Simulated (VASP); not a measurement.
# CsRb2PdF6 (Fm-3m) in VASP: single point with LDA

Aim: the single point of CsRb2PdF6 with LDA.

All numbers are computed with VASP 6.6.1; they aren't measurements. Logs are shortened: lines on timing, memory, paths and dates and some standing lists are left out, and cuts for length are marked.

### 1 The cell of the first run

It takes space group Fm-3m (No. 225, cubic). Conventional cell: a = 9.624 Å, b = 9.624 Å, c = 9.624 Å, α = 90.00°, β = 90.00°, γ = 90.00°. Within 3.6 Å of Cs (site symmetry m-3m) lie 6 F at 2.75 Å. Within 4.5 Å of Rb (site symmetry -43m) lie 12 F at 3.42 Å and 4 Cs at 4.17 Å and 4 Pd at 4.17 Å. Pd (site symmetry m-3m) has 6 F at 2.06 Å within 2.7 Å. F (site symmetry 4mm) has 1 Pd at 2.06 Å and 1 Cs at 2.75 Å within 2.8 Å.

### 2 Single point, LDA

File INCAR:

```
PREC = Accurate
ENCUT = 520
EDIFF = 1E-6
ISMEAR = -1
SIGMA = 0.1
LREAL = False
LASPH = True
NELM = 60
ALGO = Normal
ISIF = 2
LWAVE = False
LCHARG = True
GGA = CA
LELF = True
LVHAR = True
NBANDS = 50
```

File KPOINTS:

```
Automatic mesh
0
Gamma
  4 4 4
```

File POSCAR:

```
CsRb2PdF6
1.0
    0.0000000000      4.8121530000      4.8121530000
    4.8121530000      0.0000000000      4.8121530000
    4.8121530000      4.8121530000      0.0000000000
Cs Rb Pd F
1 2 1 6
Direct
    0.5000000000      0.5000000000      0.5000000000
    0.7500000000      0.7500000000      0.7500000000
    0.2500000000      0.2500000000      0.2500000000
    0.0000000000      0.0000000000      0.0000000000
    0.7857710000      0.2142290000      0.2142290000
    0.2142290000      0.2142290000      0.7857710000
    0.2142290000      0.7857710000      0.7857710000
    0.2142290000      0.7857710000      0.2142290000
    0.7857710000      0.2142290000      0.7857710000
    0.7857710000      0.7857710000      0.2142290000
```

Potentials or basis: VASP PAW LDA potentials, release 64 (Cs_sv, Rb_sv, Pd, F).

Started as:

```
cat potpaw_LDA.64/Cs_sv/POTCAR potpaw_LDA.64/Rb_sv/POTCAR potpaw_LDA.64/Pd/POTCAR potpaw_LDA.64/F/POTCAR > POTCAR
mpirun -np 1 vasp_std > vasp.out
```

OUTCAR:

```text
PREC = Accurate
   ENCUT = 520
   EDIFF = 1E-6
   ISMEAR = -1
   LREAL = False
   LASPH = True
   NELM = 60
   ISIF = 2
   GGA = CA

 ion  position               nearest neighbor table
   1  0.500  0.500  0.500-   3 4.17   3 4.17   3 4.17   2 4.17   3 4.17   2 4.17   2 4.17   2 4.17

   2  0.750  0.750  0.750-   7 3.42   9 3.42  10 3.42   5 3.42   8 3.42  10 3.42   5 3.42   6 3.42
                             9 3.42   6 3.42   7 3.42   8 3.42   4 4.17   1 4.17   1 4.17   4 4.17
   3  0.250  0.250  0.250-   5 3.42   9 3.42  10 3.42   7 3.42   8 3.42  10 3.42   6 3.42   7 3.42
                             9 3.42   5 3.42   6 3.42   8 3.42   1 4.17   4 4.17   4 4.17   4 4.17
   4  0.000  0.000  0.000-   5 2.06   6 2.06   7 2.06   8 2.06   9 2.06  10 2.06   2 4.17   2 4.17
                             2 4.17   3 4.17   2 4.17   3 4.17   3 4.17   3 4.17
   5  0.786  0.214  0.214-   4 2.06   2 3.42   3 3.42   2 3.42   3 3.42
   6  0.214  0.214  0.786-   4 2.06   2 3.42   3 3.42   2 3.42   3 3.42
   7  0.214  0.786  0.786-   4 2.06   2 3.42   2 3.42   3 3.42   3 3.42
   8  0.214  0.786  0.214-   4 2.06   2 3.42   3 3.42   2 3.42   3 3.42
   9  0.786  0.214  0.786-   4 2.06   2 3.42   2 3.42   3 3.42   3 3.42
  10  0.786  0.786  0.214-   4 2.06   2 3.42   2 3.42   3 3.42   3 3.42

  LATTYP: Found a face centered cubic cell.
 ALAT       =     9.6243060000

  Lattice vectors:

 A1 = (   0.0000000000,   4.8121530000,   4.8121530000)
 A2 = (   4.8121530000,   0.0000000000,   4.8121530000)
 A3 = (   4.8121530000,   4.8121530000,   0.0000000000)

Analysis of symmetry for initial positions (statically):
=====================================================================
 Subroutine PRICEL returns:
 Original cell was already a primitive cell.

 Routine SETGRP: Setting up the symmetry group for a
 face centered cubic supercell.

 Subroutine GETGRP returns: Found 48 space group operations
 (whereof 48 operations were pure point group operations)
 out of a pool of 48 trial point group operations.

The static configuration has the point symmetry O_h .

Analysis of symmetry for dynamics (positions and initial velocities):
=====================================================================
 Subroutine PRICEL returns:
 Original cell was already a primitive cell.

 Routine SETGRP: Setting up the symmetry group for a
 face centered cubic supercell.

 Subroutine GETGRP returns: Found 48 space group operations
 (whereof 48 operations were pure point group operations)
 out of a pool of 48 trial point group operations.
[... 108 lines left out ...]
   POTIM  = 0.5000    time-step for ionic-motion
   TEBEG  =    0.0;   TEEND  =   0.0 temperature during run
   PSTRESS=    0.0 pullay stress
   NELECT =      79.0000    total number of electrons
   NUPDOWN=      -1.0000    fix difference up-down
   EMIN   =  10.00;   EMAX   =-10.00  energy-range for DOS
   EFERMI =   0.00;   METHOD = LEGACY
   ISMEAR =    -1;   SIGMA  =   0.10  broadening in eV -4-tet -1-fermi 0-gaus
   EFERMI_NEDOS =   21; number of points for ismear=-14 and -15
   IALGO  =     38    algorithm
   IMIX   =      4    mixing-type and parameters
     AMIX     =   0.40;   BMIX     =  1.00
     AMIX_MAG =   1.60;   BMIX_MAG =  1.00
  volume/ion in A,a.u.               =      22.29       150.40
  Fermi-wavevector in a.u.,A,eV,Ry     =   1.158602  2.189441 18.263911  1.342360
  Thomas-Fermi vector in A             =   2.295203
   LORBIT       =      0    0 simple, 1 ext, 2 COOP (PROOUT), +10 PAW based schemes
   GGA     = CA    functional components
   LHFCALC =     F    Hartree Fock is set to
   AEXX    =    0.0000 exact exchange contribution
   IVDW    =     0    specifies the selected vdW correction
   LEPSILON=     F    determine dielectric tensor
   LRPA    =     F    only Hartree local field effects (RPA)
 non-spin polarized calculation
  energy-cutoff  :      520.00
  volume of cell :      222.87
 maximum number of plane-waves:      6018
 NGX is ok and might be reduce to    54
   NGX = 25   NGY = 25   NGZ = 25

 number of electron      78.9999987 magnetization

 Free energy of the ion-electron system (eV)
  ---------------------------------------------------
  ext. energy  EPLUGINS =         0.00000000
  ---------------------------------------------------
  free energy    TOTEN  =       -44.84000993 eV

  energy without entropy =      -44.63693848  energy(sigma->0) =      -44.73847420

 E-fermi :   0.2916     XC(G=0):  -8.6713

 val. band max:        0.2888362936   @ k =   0.5000   0.5000   0.0000
 cond. band min:       0.3658007643   @ k =  -0.2500   0.2500   0.0000
 fundamental gap:      0.0769644707
 Fermi energy:         0.2915852641

 k-point     1 :       0.0000    0.0000    0.0000
  band No.  band energies     occupation
      1     -26.2318      2.00000
      2     -26.2214      2.00000
      3     -22.1291      2.00000
      4     -21.7933      2.00000
      5     -21.7933      2.00000
      6     -21.7744      2.00000
[... 413 lines left out ...]
     49       6.9953      0.00000
     50       7.0032      0.00000

------------------------ aborting loop because EDIFF is reached ----------------------------------------

  FORCE on cell =-STRESS in cart. coord.  units (eV):
  Direction    XX          YY          ZZ          XY          YZ          ZX
  --------------------------------------------------------------------------------------
  -------------------------------------------------------------------------------------
  Total       -6.8190751     -6.8190751     -6.8190751      0.0000000      0.0000000     -0.0000000
  in kB      -49.0216335    -49.0216335    -49.0216335      0.0000000      0.0000000     -0.0000000
  external PRESSURE =     -49.0216335 kB  Pullay stress =       0.0000000 kB

 VOLUME and BASIS-vectors are now :
 -----------------------------------------------------------------------------
  energy-cutoff  :      520.00
  volume of cell :      222.87
      direct lattice vectors                 reciprocal lattice vectors
     0.000000000  4.812153000  4.812153000    -0.103903596  0.103903596  0.103903596
     4.812153000  0.000000000  4.812153000     0.103903596 -0.103903596  0.103903596
     4.812153000  4.812153000  0.000000000     0.103903596  0.103903596 -0.103903596

 POSITION                                       TOTAL-FORCE (eV/Angst)
 -----------------------------------------------------------------------------------
      4.81215      4.81215      4.81215        -0.000000      0.000000      0.000000
      7.21823      7.21823      7.21823         0.000000      0.000000      0.000000
      2.40608      2.40608      2.40608        -0.000000     -0.000000     -0.000000
      0.00000      0.00000      0.00000        -0.000000     -0.000000      0.000000
      2.06181      4.81215      4.81215        -0.535330      0.000000      0.000000
      4.81215      4.81215      2.06181        -0.000000      0.000000     -0.535330
      7.56250      4.81215      4.81215         0.535330      0.000000      0.000000
      4.81215      2.06181      4.81215        -0.000000     -0.535330      0.000000
      4.81215      7.56250      4.81215        -0.000000      0.535330      0.000000
      4.81215      4.81215      7.56250        -0.000000      0.000000      0.535330
 -----------------------------------------------------------------------------------
    total drift:                                0.000000      0.000000      0.000000

  FREE ENERGIE OF THE ION-ELECTRON SYSTEM (eV)
  ---------------------------------------------------
  free  energy   TOTEN  =       -44.8400099284 eV

  energy  without entropy=      -44.6369384816  energy(sigma->0) =      -44.73847420
```

OSZICAR:

```text
N       E                     dE             d eps       ncg     rms          rms(c)
DAV:   1     0.581109258067E+03    0.58111E+03   -0.39017E+04   800   0.142E+03
DAV:   2    -0.389798044331E+01   -0.58501E+03   -0.56208E+03   994   0.323E+02
DAV:   3    -0.504988613906E+02   -0.46601E+02   -0.46215E+02   952   0.951E+01
DAV:   4    -0.523512462899E+02   -0.18524E+01   -0.18498E+01  1112   0.148E+01
DAV:   5    -0.523753398089E+02   -0.24094E-01   -0.24089E-01  1098   0.165E+00    0.225E+01
DAV:   6    -0.459509159436E+02    0.64244E+01   -0.39359E+01   810   0.337E+01    0.169E+01
DAV:   7    -0.450680483488E+02    0.88287E+00   -0.48607E+00   884   0.158E+01    0.907E+00
DAV:   8    -0.448705296929E+02    0.19752E+00   -0.66623E-01   890   0.527E+00    0.274E+00
DAV:   9    -0.448425713414E+02    0.27958E-01   -0.92472E-02   934   0.173E+00    0.417E-01
DAV:  10    -0.448400683834E+02    0.25030E-02   -0.18821E-02  1028   0.848E-01    0.212E-01
DAV:  11    -0.448400590487E+02    0.93347E-05   -0.28148E-03  1038   0.286E-01    0.784E-02
DAV:  12    -0.448400121178E+02    0.46931E-04   -0.51984E-04   918   0.128E-01    0.387E-02
DAV:  13    -0.448400118009E+02    0.31691E-06   -0.45080E-05   960   0.343E-02    0.104E-02
DAV:  14    -0.448400098253E+02    0.19756E-05   -0.11057E-05   864   0.208E-02    0.236E-03
DAV:  15    -0.448400099284E+02   -0.10305E-06   -0.12129E-06   532   0.448E-03
   1 F= -.44840010E+02 E0= -.44738474E+02  d E =-.203071E+00
```

Run time: 4.6 min. Hardware: 1 thread of Intel Xeon 8259CL, shared host; peak memory 0.36 GiB.

Results:

```yaml
Free_energy: -44.8400 eV
Pressure: -4.9 GPa
Largest_force: 0.535 eV/Å
Band_gap_on_the_k_mesh: zero (an odd number of electrons rules out a gap without spin polarisation)
```

Forces on the atoms (eV/Å):
```
Cs   0.000  0.000  0.000
Rb   0.000  0.000  0.000
Rb   0.000  0.000  0.000
Pd   0.000  0.000  0.000
F   -0.535  0.000  0.000
F    0.000  0.000 -0.535
F    0.535  0.000  0.000
F    0.000 -0.535  0.000
F    0.000  0.535  0.000
F    0.000  0.000  0.535
```

Caveat: the cell stands under tension; spin-orbit coupling is left out, which moves the levels of the heavy elements; an odd number of electrons without spin polarisation forces a metal; a magnetic or distorted state may lie lower.
